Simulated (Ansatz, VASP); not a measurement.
**One calculation of CoPtO2, two programs**

The input INCAR:

```
PREC = Accurate
ENCUT = 520
EDIFF = 1E-6
ISMEAR = 0
SIGMA = 0.15
LREAL = False
LASPH = True
NELM = 80
ALGO = Normal
ISIF = 2
LWAVE = False
LCHARG = False
GGA = PE
NBANDS = 24
```

Contents of KPOINTS:

```
regular mesh
0
Gamma
  18 18 18
```

File POSCAR:

```
CoPtO2
1.0
    1.4273949786      0.8241068751      5.9610846606
   -1.4273949786      0.8241068751      5.9610846606
    0.0000000000     -1.6482137503      5.9610846606
Co Pt O
1 1 2
Direct
    0.5000000000      0.5000000000      0.5000000000
    0.0000000000      0.0000000000      0.0000000000
    0.8876528272      0.8876528272      0.8876528272
    0.1123471728      0.1123471728      0.1123471728
```

Input for Ansatz:

```yaml
crystal:
  lattice:
    - [1.4273949786, 0.8241068751, 5.9610846606]
    - [-1.4273949786, 0.8241068751, 5.9610846606]
    - [0.0, -1.6482137503, 5.9610846606]
  atoms:
    - { symbol: Co, position: [0.5, 0.5, 0.5] }
    - { symbol: Pt, position: [0.0, 0.0, 0.0] }
    - { symbol: O, position: [0.8876528272, 0.8876528272, 0.8876528272] }
    - { symbol: O, position: [0.1123471728, 0.1123471728, 0.1123471728] }
basis:
  ecutwfc: 420
kpoints:
  mp_grid: { grid: [18, 18, 18] }
hamiltonian:
  xc: pbe
scf:
  occupations: { method: gaussian, width: 0.15 }
output:
  forces: true
  stress: true
  eigenvalues: true
  write_density: true
  write_potential: true
  elf: true
  volumetric_format: npy
```

Alike in both runs: task single point; functional PBE; k mesh 18 × 18 × 18; occupations gaussian, width 0.15 eV; no spin polarisation.

```csv
,VASP,Ansatz
version,VASP 6.6.1,Ansatz 0.2.0
potentials or method,"VASP PAW PBE potentials, release 64 (Co, Pt, O), cutoff 520 eV","scalar-relativistic, plane waves, PAW"
valence electrons in the cell,31,47
```

Ansatz gave:

| Property | Result |
| --- | --- |
| gap on the k mesh at the Fermi level (eV) | none |
| pressure (GPa) | 0.0 |
| traceless stress, the component that is largest in VASP (GPa) | 0.04 |
| rms of the force components (eV/Å) | 0.001 |

Q: Which values does VASP return?

A: gap on the k mesh at the Fermi level (eV): none; pressure (GPa): 0.2; traceless stress, the component that is largest in VASP (GPa): 0.36; rms of the force components (eV/Å): 0.006.

Atom by atom the forces differ by 0.007 eV/Å (rms over components). A gap of «none» marks a metal or a gap that the smearing closes. VASP's potentials hold 31 valence electrons a cell and Ansatz's 47, so a difference there can come from the potentials and not from the codes.

Neither program's run includes spin-orbit coupling.
